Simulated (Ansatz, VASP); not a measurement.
## AlN: VASP beside Ansatz

```
Al N
1.0
     3.01350    0.00000    0.00000
    -1.50675    2.60976    0.00000
     0.00000    0.00000    5.05555
Al N
2 2
Cartesian
  1.5067 0.8699 2.5442
  0.0000 1.7398 5.0720
  1.5067 0.8699 4.4325
  0.0000 1.7398 1.9047
```

Alike in both runs: task single point; functional r2SCAN; k mesh 12 × 12 × 6; occupations gaussian, width 0.02 eV; no spin polarisation.

|  | VASP | Ansatz |
| --- | --- | --- |
| version | VASP 6.6.1 | Ansatz 0.2.0 |
| potentials or method | VASP PAW PBE potentials, release 64 (Al, N), cutoff 520 eV | scalar-relativistic, plane waves, PAW |
| valence electrons in the cell | 16 | 16 |

```csv
,VASP,Ansatz,Ansatz less VASP
gap on the k mesh at the Fermi level (eV),5.34,5.30,-0.043
least direct gap on the mesh (eV),5.34,5.30,-0.043
pressure (GPa),10.7,11.0,+0.35
"traceless stress, the component that is largest in VASP (GPa)",-11.11,-11.00,+0.117
rms of the force components (eV/Å),0.002,0.004,+0.0016
```

VASP's potentials were made for PBE, not for r2SCAN. Atom by atom the forces differ by 0.002 eV/Å (rms over components).
